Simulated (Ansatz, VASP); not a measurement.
One calculation of C, two programs

Contents of INCAR:

```
SYSTEM = C
PREC = Accurate
ENCUT = 600
EDIFF = 1E-6
ISMEAR = -1
SIGMA = 0.05
LREAL = .FALSE.
LASPH = .TRUE.
NELM = 100
ALGO = Normal
ISIF = 3
LWAVE = .FALSE.
LCHARG = .FALSE.
GGA = RP
IVDW = 13
IBRION = 2
NSW = 80
EDIFFG = -0.02
```

Contents of KPOINTS:

```
regular mesh
0
G
  13 13 13
  0 0 0
```

File POSCAR:

```
C
1.0
    0.0000000000      1.7833700000      1.7833700000
    1.7833700000      0.0000000000      1.7833700000
    1.7833700000      1.7833700000      0.0000000000
C
2
Direct
    0.7500000000      0.7500000000      0.7500000000
    0.5000000000      0.5000000000      0.5000000000
```

File input.yaml:

```yaml
crystal:
  lattice:
    - [0.0, 1.78337, 1.78337]
    - [1.78337, 0.0, 1.78337]
    - [1.78337, 1.78337, 0.0]
  atoms:
    - { symbol: C, position: [0.75, 0.75, 0.75] }
    - { symbol: C, position: [0.5, 0.5, 0.5] }
kpoints:
  mp_grid: { grid: [13, 13, 13] }
scf:
  occupations: { method: fermi_dirac, width: 0.05 }
hamiltonian:
  xc: rpbe
  dispersion: d4
  pseudopotentials: { kind: all_electron, lapw: { basis_error: 0.001 } }
output:
  forces: true
  stress: true
relax:
  f_tol: 0.02
  max_steps: 60
  cell: {}
```

Alike in both runs: task relaxation of cell and atoms; functional RPBE; dispersion D4; k mesh 13 × 13 × 13; occupations fermi-dirac, width 0.05 eV; no spin polarisation.

|  | VASP | Ansatz |
| --- | --- | --- |
| version | VASP 6.6.1 | Ansatz 0.2.0 |
| potentials or method | VASP PAW PBE potentials, release 64 (C), cutoff 600 eV | all-electron LAPW, scalar-relativistic |

```csv
,VASP,Ansatz,Ansatz less VASP
relaxed volume (Å³/atom),5.59,5.59,+0.001
relaxed cell length with the largest relative difference (Å),2.510,2.510,+0.0002
```

VASP's potentials were made for PBE, not for RPBE. Ansatz ran all-electron here, and VASP with PAW potentials.
